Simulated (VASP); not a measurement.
Wanted: the native input for a VASP 6.6.1 run.

| Item | Value |
| --- | --- |
| Task | relaxation of cell and atoms |
| Functional | PBE |
| Potentials or basis | VASP PAW PBE potentials, release 64 (Ca_sv) |
| Cutoff | 500 eV |
| k mesh | 6 × 6 × 4 |
| Occupations | gaussian, width 0.1 eV |
| Spin | no spin polarisation |
| Dipole correction | no |
| Further INCAR settings | ALGO = Normal; EDIFF = 1e-07; IBRION = 2; EDIFFG = -0.04; NSW = 90; ISIF = 3 |

The structure of Ca lies in POSCAR:

```
Ca
1.0
    2.3964313600     -2.8674757500      0.0000000000
    2.3964313600      2.8674757500      0.0000000000
    0.0000000000      0.0000000000      6.3607483500
Ca
2
Direct
    0.0000000000      0.0000000000      0.7725486700
    0.0000000000      0.0000000000      0.2274513300
```

The cell was built from a structure type or drawn by symmetry, and may not be a known phase.

The input as run:

INCAR

```
PREC     = Accurate       # precision mode
ENCUT    = 500            # plane-wave cutoff, eV
EDIFF    = 1E-7           # SCF threshold, eV
ISMEAR   = 0              # smearing method
SIGMA    = 0.1            # smearing width, eV
LREAL    = F              # projectors in reciprocal space
LASPH    = T              # aspherical terms in the spheres
NELM     = 120            # most SCF steps
ALGO     = Normal         # electronic algorithm
ISIF     = 3              # what is computed and relaxed
LWAVE    = F              # write WAVECAR
LCHARG   = F              # write CHGCAR
GGA      = PE             # functional
IBRION   = 2              # ionic algorithm
NSW      = 90             # ionic steps
EDIFFG   = -0.04          # ionic threshold
GGA_COMPAT= F            
NELMIN   = 4
```

KPOINTS

```
regular mesh
0
Gamma
  6 6 4
```

Potentials or basis: VASP PAW PBE potentials, release 64 (Ca_sv).

Run with:

```bash
$ cat potpaw_PBE.64/Ca_sv/POTCAR > POTCAR
$ mpirun -np 1 vasp_std > vasp.out
```

It gave:

- Relaxed volume: 42.28 Å³/atom
- Relaxed cell: a = 3.744 Å, b = 3.744 Å, c = 6.971 Å, α = 90.00°, β = 90.00°, γ = 120.05°
- Space group after relaxing (to 0.1 Å): P6/mmm (No. 191)
- Energy gained by relaxing: 355.1 meV/atom
- Ionic steps: 15
- Pressure after relaxing: 0.0 GPa
- Largest force after relaxing: 0.012 eV/Å
- Band gap on the k mesh: zero (bands 10 and 11 overlap by 0.79 eV)

It took 9.3 min on 1 thread of Intel Xeon 8259CL, with other jobs on the host, peak memory 0.22 GiB.
